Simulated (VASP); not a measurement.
# Si2Ni (Fm-3m) in VASP: a series of runs, part 2 of 3

VASP 6.6.1. The steps go on from the part before.

## 3. Single point, PBE+U, collinear spin, ferromagnetic start

INCAR reads:

```
ALGO     = Normal         # electronic algorithm
EDIFF    = 1E-6           # SCF threshold, eV
ENCUT    = 690            # plane-wave cutoff, eV
GGA      = PE             # functional
GGA_COMPAT= False        
ISIF     = 2              # what is computed and relaxed
ISMEAR   = -1             # smearing method
ISPIN    = 2              # spin polarisation
LASPH    = True           # aspherical terms in the spheres
LCHARG   = True           # write CHGCAR
LDAU     = True           # DFT+U
LDAUJ    = 0 0          
LDAUL    = 2 -1           # shell
LDAUPRINT= 1            
LDAUTYPE = 2            
LDAUU    = 4 0            # U, eV
LELF     = True           # ELF
LMAXMIX  = 4              # l up to which the mixer works
LORBIT   = 11             # projections on sites
LREAL    = False          # projectors in reciprocal space
LVHAR    = True         
LWAVE    = False          # write WAVECAR
MAGMOM   = 1 0 0          # initial moments
NBANDS   = 24             # bands
NELM     = 200            # most SCF steps
PREC     = Accurate       # precision mode
SIGMA    = 0.05           # smearing width, eV
```

KPOINTS reads:

```
k-points
0
Gamma
  9 9 9
```

POSCAR reads:

```
Si2Ni
1.0
    0.0000000000      2.7239424405      2.7239424405
    2.7239424405      0.0000000000      2.7239424405
    2.7239424405      2.7239424405      0.0000000000
Ni Si
1 2
Direct
    0.0000000000      0.0000000000      0.0000000000
    0.7500000000      0.7500000000      0.7500000000
    0.2500000000      0.2500000000      0.2500000000
```

Potentials or basis: VASP PAW PBE potentials, release 64 (Ni_sv_GW, Si).

Launch:

```bash
cat potpaw_PBE.64/Ni_sv_GW/POTCAR potpaw_PBE.64/Si/POTCAR > POTCAR
mpirun -np 1 vasp_std > vasp.out
```

OUTCAR:

```text
EDIFF = 1E-6
   ENCUT = 690
   GGA = PE
   ISIF = 2
   ISMEAR = -1
   ISPIN = 2
   LASPH = True
   LORBIT = 11
   LREAL = False
   NELM = 200
   PREC = Accurate

 ion  position               nearest neighbor table
   1  0.000  0.000  0.000-   2 2.36   2 2.36   2 2.36   2 2.36   3 2.36   3 2.36   3 2.36   3 2.36

   2  0.750  0.750  0.750-   1 2.36   1 2.36   1 2.36   1 2.36   3 2.72   3 2.72   3 2.72   3 2.72
                             3 2.72   3 2.72
   3  0.250  0.250  0.250-   1 2.36   1 2.36   1 2.36   1 2.36   2 2.72   2 2.72   2 2.72   2 2.72
                             2 2.72   2 2.72

  LATTYP: Found a face centered cubic cell.
[... 1563 lines left out ...]
     0.000000000  2.723942441  2.723942441    -0.183557476  0.183557476  0.183557476
     2.723942441  0.000000000  2.723942441     0.183557476 -0.183557476  0.183557476
     2.723942441  2.723942441  0.000000000     0.183557476  0.183557476 -0.183557476

 POSITION                                       TOTAL-FORCE (eV/Angst)
 -----------------------------------------------------------------------------------
      0.00000      0.00000      0.00000         0.000000     -0.000000     -0.000000
      4.08591      4.08591      4.08591        -0.000000      0.000000     -0.000000
      1.36197      1.36197      1.36197         0.000000     -0.000000      0.000000
 -----------------------------------------------------------------------------------
    total drift:                               -0.000000      0.000000      0.000000

  FREE ENERGIE OF THE ION-ELECTRON SYSTEM (eV)
  ---------------------------------------------------
  free  energy   TOTEN  =       -15.0735483861 eV

  energy  without entropy=      -15.0672714813  energy(sigma->0) =      -15.07040993

 total charge

# of ion       s       p       d       f       tot
--------------------------------------------------
    1        2.251   6.439   7.939   0.003  16.632
    2        0.750   0.825   0.000   0.000   1.576
    3        0.750   0.825   0.000   0.000   1.576
--------------------------------------------------
tot          3.752   8.089   7.939   0.003  19.783

 magnetization (x)

# of ion       s       p       d       f       tot
--------------------------------------------------
    1       -0.000  -0.000   0.000   0.000   0.000
    2        0.000   0.000   0.000   0.000   0.000
    3        0.000   0.000   0.000   0.000   0.000
--------------------------------------------------
tot          0.000  -0.000   0.000   0.000   0.000
```

OSZICAR:

```text
N       E                     dE             d eps       ncg     rms          rms(c)
DAV:   1     0.233219144938E+03    0.23322E+03   -0.15439E+04  5192   0.309E+03
DAV:   2    -0.661017549392E+01   -0.23983E+03   -0.22836E+03  5472   0.759E+02
DAV:   3    -0.194306483861E+02   -0.12820E+02   -0.12766E+02  5424   0.172E+02
DAV:   4    -0.196978053528E+02   -0.26716E+00   -0.26709E+00  4632   0.144E+01
DAV:   5    -0.197083463883E+02   -0.10541E-01   -0.10540E-01  4704   0.282E+00    0.253E+01
DAV:   6    -0.332555662698E+02   -0.13547E+02   -0.26276E+02  4840   0.743E+02    0.314E+01
DAV:   7    -0.155473104174E+02    0.17708E+02   -0.41258E+01  5096   0.408E+02    0.813E+00
DAV:   8    -0.150875244719E+02    0.45979E+00   -0.37291E+00  5640   0.873E+01    0.240E+00
DAV:   9    -0.150783497447E+02    0.91747E-02   -0.14654E-01  5216   0.896E+00    0.874E-01
DAV:  10    -0.150739784522E+02    0.43713E-02   -0.38868E-02  5568   0.102E+01    0.482E-01
DAV:  11    -0.150735935382E+02    0.38491E-03   -0.28625E-03  5256   0.206E+00    0.250E-01
DAV:  12    -0.150735273493E+02    0.66189E-04   -0.11461E-03  5776   0.154E+00    0.847E-02
DAV:  13    -0.150735555657E+02   -0.28216E-04   -0.97954E-05  5088   0.194E-01    0.304E-02
DAV:  14    -0.150735476435E+02    0.79222E-05   -0.36089E-05  5168   0.240E-01    0.168E-02
DAV:  15    -0.155116338323E+02   -0.43809E+00   -0.67367E-06  4096   0.973E-02    0.133E+00
DAV:  16    -0.150735486275E+02    0.43809E+00   -0.69933E+00  2800   0.104E+00    0.127E-02
DAV:  17    -0.150735483861E+02    0.24142E-06   -0.10196E-06  2424   0.381E-02
   1 F= -.15073548E+02 E0= -.15070410E+02  d E =-.627690E-02  mag=    -0.0001
```

stdout:

```text
POSCAR found type information on POSCAR NiSi
 POSCAR found :  2 types and       3 ions
 scaLAPACK will be used
 LDA part: xc-table for (Slater+PW92), standard interpolation
 POSCAR, INCAR and KPOINTS ok, starting setup
 FFT: planning ... GRIDC
 FFT: planning ... GRID_SOFT
 FFT: planning ... GRID
 WAVECAR not read
 entering main loop
```

Wall time 80 s (1 thread of Intel Xeon Platinum 8559C (Emerald Rapids), shared host); peak memory 0.29 GiB.

Results:

```yaml
Free_energy: -15.0735 eV
Pressure: -0.9 GPa
Band_gap_on_the_k_mesh: zero (filled and empty bands overlap)
Net_moment: 0.00 μB per cell
Valence_electrons_inside_the_program's_atomic_spheres: Ni 16.63; Si 1.58
```

Eigenvalues of the final occupation matrices:
```csv
site,spin,trace,eigenvalues
site 1 d,1,3.99,0.77 0.77 0.77 0.84 0.84
site 1 d,2,3.99,0.77 0.77 0.77 0.84 0.84
```

Caveat: the moments typed at the start vanished in this run; the U is typed as a test and isn't derived for this compound.

## 4. Single point, PBE+U, collinear spin, ferromagnetic start

INCAR reads:

```
PREC = Accurate
ENCUT = 690
EDIFF = 1E-6
ISMEAR = -1
SIGMA = 0.05
LREAL = False
LASPH = True
NELM = 200
ALGO = Normal
ISIF = 2
LWAVE = False
LCHARG = False
ISPIN = 2
MAGMOM = 1 0 0
LORBIT = 11
LMAXMIX = 4
LDAU = True
LDAUTYPE = 2
LDAUL = 2 -1
LDAUU = 1 0
LDAUJ = 0 0
LDAUPRINT = 1
GGA = PE
NBANDS = 24
GGA_COMPAT = False
```

KPOINTS reads:

```
regular mesh
0
Gamma
  9 9 9
```

POSCAR reads:

```
Si2Ni
1.0
    0.0000000000      2.7251701481      2.7251701481
    2.7251701481      0.0000000000      2.7251701481
    2.7251701481      2.7251701481      0.0000000000
Ni Si
1 2
Direct
    0.0000000000      0.0000000000      0.0000000000
    0.7500000000      0.7500000000      0.7500000000
    0.2500000000      0.2500000000      0.2500000000
```

Launch:

```bash
cat potpaw_PBE.64/Ni_sv_GW/POTCAR potpaw_PBE.64/Si/POTCAR > POTCAR
mpirun -np 1 vasp_std > vasp.out
```

It took 2.7 min on 1 thread of Intel Xeon Platinum 8375C at 2.90GHz (Ice Lake), shared host; peak memory 0.29 GiB.

Results (log left out):

| Quantity | Value |
| --- | --- |
| Free energy | -17.5091 eV |
| Pressure | -0.3 GPa |
| Band gap on the k mesh | zero (filled and empty bands overlap) |
| Net moment | 0.00 μB per cell |
| Valence electrons inside the program's atomic spheres | Ni 16.59; Si 1.57 |

Levels at points of the mesh, in eV from the Fermi level:
Spin up:
| k point | band 10 | band 11 | band 12 | band 13 | band 14 | band 15 | band 16 | band 17 |
| --- | --- | --- | --- | --- | --- | --- | --- | --- |
| (0.00, 0.00, 0.00) | -3.46 | -0.50 | 1.68 | 1.68 | 1.68 | 2.32 | 2.32 | 2.32 |
Spin down:
```
           k point  band 11  band 12  band 13  band 14  band 15  band 16
(0.00, 0.00, 0.00)    -0.50     1.68     1.68     1.68     2.32     2.32
```

Eigenvalues of the final occupation matrices:
```
    site  spin  trace               eigenvalues
site 1 d     1   3.95  0.76 0.76 0.76 0.83 0.83
site 1 d     2   3.95  0.76 0.76 0.76 0.83 0.83
```

Caveat: the moments typed at the start vanished in this run; the U is typed as a test and isn't derived for this compound.

(Part 2 of 3 ends here.)
